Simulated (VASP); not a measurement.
Ta2CN:

```
Ta C N
1.0
     3.14677    0.00000    0.00000
     0.00000    3.14677    0.00000
     0.00000    0.00000    4.45770
Ta C N
2 1 1
Direct
  0.00000 0.00000 0.00000
  0.50000 0.50000 0.50000
  0.00000 0.00000 0.50000
  0.50000 0.50000 0.00000
```

```yaml
Program: VASP 6.6.1
Task: relaxation of cell and atoms
Functional: LDA
Potentials_or_basis: VASP PAW LDA potentials, release 64 (Ta_pv, C, N)
Cutoff: 600 eV
k_mesh: 6 × 6 × 5
Occupations: methfessel-paxton, width 0.05 eV
Spin: no spin polarisation
```

At the start: pressure -14.5 GPa; volume 11.04 Å³/atom.

Task: How do energy, volume and symmetry change on relaxing?

Result: Over 7 steps the energy falls by 22.3 meV/atom and the volume is 10.57 Å³/atom (-4.2 %); space group P4/mmm (No. 123, to 0.05 Å).

Step by step:
| step | energy change (eV) | largest force (eV/Å) | pressure (GPa) | volume (Å³) |
| --- | --- | --- | --- | --- |
| 1 | 0.0000 | 0.0000 | -14.50 | 44.14 |
| 2 | 0.4902 | 0.0000 | 48.18 | 38.06 |
| 3 | -0.0889 | 0.0000 | -0.62 | 42.33 |
| 4 | -0.0891 | 0.0000 | -0.10 | 42.27 |
| 5 | -0.0890 | 0.0000 | 0.24 | 42.23 |
| 6 | -0.0890 | 0.0000 | -0.43 | 42.32 |
| 7 | -0.0891 | 0.0000 | -0.01 | 42.27 |

Final structure:
```xyz
4
Lattice="3.0982 0.0000 0.0000 0.0000 3.0982 0.0000 0.0000 0.0000 4.4033" Properties=species:S:1:pos:R:3 pbc="T T T"
Ta    0.0000    0.0000    0.0000
Ta    1.5491    1.5491    2.2017
C     0.0000    0.0000    2.2017
N     1.5491    1.5491    0.0000
```
